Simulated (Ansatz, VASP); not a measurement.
Ti in VASP and in Ansatz

The input INCAR:

```
PREC = Accurate
ENCUT = 520
EDIFF = 1E-6
ISMEAR = 0
SIGMA = 0.1
LREAL = F
LASPH = T
NELM = 60
ALGO = Fast
ISIF = 2
LWAVE = F
LCHARG = F
GGA = PE
NBANDS = 25
```

Contents of KPOINTS:

```
regular mesh
0
Gamma
  9 9 14
```

POSCAR

```
Ti
1.0
    4.5673748306      0.0000000000      0.0000000000
   -2.2836874153      3.9554626319      0.0000000000
    0.0000000000      0.0000000000      2.8262442700
Ti
3
Direct
    0.0492624337      0.0000000000      0.0000000000
    0.3333333333      0.6666666667      0.5000000000
    0.6666666667      0.3333333333      0.5000000000
```

Input for Ansatz:

```yaml
crystal:
  lattice:
    - [4.5673748306, 0.0, 0.0]
    - [-2.2836874153, 3.9554626319, 0.0]
    - [0.0, 0.0, 2.82624427]
  atoms:
    - { symbol: Ti, position: [0.0492624337, 0.0, 0.0] }
    - { symbol: Ti, position: [0.3333333333, 0.6666666667, 0.5] }
    - { symbol: Ti, position: [0.6666666667, 0.3333333333, 0.5] }
basis:
  ecutwfc: 420
kpoints:
  mp_grid: { grid: [9, 9, 14] }
hamiltonian:
  xc: pbe
scf:
  occupations: { method: gaussian, width: 0.1 }
output:
  forces: true
  stress: true
  eigenvalues: true
  populations: true
  write_density: true
  write_potential: true
  elf: true
  volumetric_format: npy
```

Change from the starting cell: one atom moved.

Alike in both runs: task single point; functional PBE; k mesh 9 × 9 × 14; occupations gaussian, width 0.1 eV; no spin polarisation.

|  | VASP | Ansatz |
| --- | --- | --- |
| version | VASP 6.6.1 | Ansatz 0.2.0 |
| potentials or method | VASP PAW PBE potentials, release 64 (Ti_sv), cutoff 520 eV | scalar-relativistic, plane waves, PAW |
| valence electrons in the cell | 36 | 36 |

Ansatz gave:

- gap on the k mesh at the Fermi level (eV): none
- pressure (GPa): 2.2
- traceless stress, the component that is largest in VASP (GPa): 1.29
- rms of the force components (eV/Å): 0.381

Problem. What did VASP give for the same quantities?

Solution. gap on the k mesh at the Fermi level (eV): none; pressure (GPa): 1.8; traceless stress, the component that is largest in VASP (GPa): 1.29; rms of the force components (eV/Å): 0.378.

Atom by atom the forces differ by 0.004 eV/Å (rms over components). A gap of «none» marks a metal or a gap that the smearing closes.
